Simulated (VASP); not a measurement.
Wanted: the native input for a VASP 6.6.1 run.

* Task: single point
* Functional: LDA
* Potentials or basis: VASP PAW LDA potentials, release 64 (Ru_sv)
* Cutoff: 560 eV
* k mesh: 7 × 7 × 7
* Occupations: fermi-dirac, width 0.1 eV
* Spin: no spin polarisation
* Dipole correction: no
* Further INCAR settings: ALGO = Normal; EDIFF = 1e-06; NBANDS = 23

The structure of Ru lies in POSCAR:

```
Ru
1.0
    0.0000000000      2.6373548648      2.6373548648
    2.6373548648      0.0000000000      2.6373548648
    2.6373548648      2.6373548648      0.0000000000
Ru
2
Direct
    1.0000000000      1.0000000000      1.0000000000
    0.2500000000      0.2500000000      0.2500000000
```

This isn't the form of Ru at room conditions, which is hcp.

The input as run:

INCAR

```
SYSTEM = Ru
  ALGO = Normal
  EDIFF = 1E-6
  ENCUT = 560
  GGA_COMPAT = .False.
  ISIF = 2
  ISMEAR = -1
  LASPH = .True.
  LCHARG = .False.
  LREAL = .False.
  LWAVE = .False.
  NBANDS = 23
  NELM = 120
  PREC = Accurate
  SIGMA = 0.1
```

KPOINTS

```
k-points
0
Gamma
  7 7 7
  0 0 0
```

Potentials or basis: VASP PAW LDA potentials, release 64 (Ru_sv).

Launch:

```bash
$ cat potpaw_LDA.64/Ru_sv/POTCAR > POTCAR
$ mpirun -np 1 vasp_std > vasp.out
```

It gave:

```yaml
Pressure: 10.2 GPa
Band_gap_on_the_k_mesh: zero (bands 16 and 17 overlap by 1.03 eV)
```

Caveat: the cell stands under pressure.

It took 15 s on 1 thread of Intel(R) Xeon(R) Platinum 8259CL CPU @ 2.50GHz (Skylake/Cascade Lake), with other jobs on the host, peak memory 0.15 GiB.
